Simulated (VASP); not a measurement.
The system is SiGe2N.

```xyz
4
Lattice="3.3320 0.0000 0.0000 -1.6660 2.8856 0.0000 0.0000 0.0000 6.9335" Properties=species:S:1:pos:R:3 pbc="T T T"
Si    0.0000    0.0000    3.4668
Ge    0.0000    0.0000    1.4130
Ge    0.0000    0.0000    5.5205
N     0.0000    0.0000    0.0000
```

```yaml
Program: VASP 6.6.1
Task: relaxation of cell and atoms
Functional: PBE
Potentials_or_basis: VASP PAW PBE potentials, release 64 (Si, Ge_d, N)
Cutoff: 600 eV
k_mesh: 6 × 6 × 4
Occupations: gaussian, width 0.1 eV
Spin: no spin polarisation
```

At the start: pressure 62.1 GPa; volume 16.67 Å³/atom.

Where does the relaxation end?

Over 29 steps the energy falls by 1980.5 meV/atom and the volume is 17.79 Å³/atom (+6.8 %); space group P6/mmm (No. 191, to 0.05 Å).

Step by step:
| step | energy change (eV) | largest force (eV/Å) | pressure (GPa) | volume (Å³) |
| --- | --- | --- | --- | --- |
| 1 | 0.0000 | 18.7148 | 62.06 | 66.67 |
| 2 | 1.7811 | 0.6603 | -18.96 | 124.45 |
| 3 | -0.6426 | 1.9295 | -9.62 | 112.79 |
| 4 | -1.0268 | 2.4445 | -7.23 | 109.22 |
| 5 | -1.3202 | 3.1989 | -4.82 | 104.94 |
| 6 | -1.3974 | 3.5284 | -4.02 | 103.34 |
| 7 | -2.1829 | 0.7737 | -13.34 | 96.00 |
| 8 | -2.1843 | 0.7702 | -13.45 | 95.94 |
| 9 | -3.4563 | 1.5033 | -9.09 | 80.06 |
| 10 | -1.1296 | 1.7707 | 58.22 | 48.90 |
| 11 | -3.8526 | 1.7392 | -3.91 | 72.56 |
| 12 | -3.9510 | 1.8453 | 3.93 | 64.97 |
| 13 | -3.9665 | 1.8296 | 2.39 | 66.36 |
| 14 | -4.3209 | 1.8893 | 2.14 | 65.43 |
| 15 | -5.4250 | 2.3606 | 0.78 | 62.39 |
| 16 | -7.2436 | 1.6458 | 10.94 | 55.30 |
| 17 | -5.8324 | 6.7475 | 45.47 | 52.34 |
| 18 | -7.2168 | 1.6050 | 12.08 | 55.04 |
| 19 | -7.6192 | 0.3431 | 10.75 | 59.34 |
| 20 | -7.6183 | 1.9343 | 12.19 | 62.56 |
| 21 | -7.9022 | 0.6108 | 1.76 | 71.03 |
| 22 | -7.9132 | 0.4187 | 1.61 | 72.47 |
| 23 | -7.8945 | 0.0149 | -1.60 | 75.42 |
| 24 | -7.9110 | 0.2857 | -0.11 | 73.41 |
| 25 | -7.9123 | 0.3395 | 0.13 | 73.03 |
| 26 | -7.9127 | 0.3799 | 0.30 | 72.75 |
| 27 | -7.9185 | 0.2113 | 0.05 | 72.35 |
| 28 | -7.9215 | 0.0565 | -0.44 | 71.73 |
| 29 | -7.9219 | 0.0148 | 0.09 | 71.17 |

Final structure:
```
Si Ge N
1.0
     2.99869    0.00000    0.00000
    -1.49934    2.59694    0.00000
     0.00000    0.00000    9.13891
Si Ge N
1 2 1
Cartesian
  0.0000 0.0000 4.5695
  0.0000 0.0000 1.7364
  0.0000 0.0000 7.4025
  0.0000 0.0000 0.0000
```

Caveat: the k points lie up to 0.40 Å⁻¹ apart in the final cell.
